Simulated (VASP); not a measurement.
Set up this calculation in VASP 6.6.1, as the native input.

* Task: single point
* Functional: LDA
* Potentials or basis: VASP PAW LDA potentials, release 64 (Sn_d, Pb_d, Se)
* Cutoff: 520 eV
* k mesh: 6 × 6 × 6
* Occupations: gaussian, width 0.01 eV
* Spin: no spin polarisation
* Dipole correction: no
* Further INCAR settings: ALGO = Normal; EDIFF = 1e-07; NBANDS = 28

The structure of SnPbSe2 lies in POSCAR:

```
SnPbSe2
1.0
    2.1428309731      1.2371605535      6.9974385754
   -2.1428309731      1.2371605535      6.9974385754
    0.0000000000     -2.4743310399      6.9974385754
Sn Pb Se
1 1 2
Direct
    0.5000000000      0.5000000000      0.5000000000
    0.0000000000      0.0000000000      0.0000000000
    0.7525600000      0.7525600000      0.7525600000
    0.2474400000      0.2474400000      0.2474400000
```

The input as run:

INCAR

```
PREC = Accurate
ENCUT = 520
EDIFF = 1E-7
ISMEAR = 0
SIGMA = 0.01
LREAL = F
LASPH = T
NELM = 80
ALGO = Normal
ISIF = 2
LWAVE = F
LCHARG = T
GGA = CA
LELF = T
LVHAR = T
NBANDS = 28
```

KPOINTS

```
regular mesh
0
Gamma
  6 6 6
```

Potentials or basis: VASP PAW LDA potentials, release 64 (Sn_d, Pb_d, Se).

Run with:

```bash
$ cat potpaw_LDA.64/Sn_d/POTCAR potpaw_LDA.64/Pb_d/POTCAR potpaw_LDA.64/Se/POTCAR > POTCAR
$ mpirun -np 1 vasp_std > vasp.out
```

It gave:

* Pressure: -2.5 GPa
* Band gap on the k mesh: 0.24 eV, direct

Caveat: spin-orbit coupling is left out, which moves the levels of the heavy elements.

It took 5.7 min on 1 thread of Intel(R) Xeon(R) Platinum 8375C CPU @ 2.90GHz (Ice Lake) (shared host), peak memory 0.38 GiB.
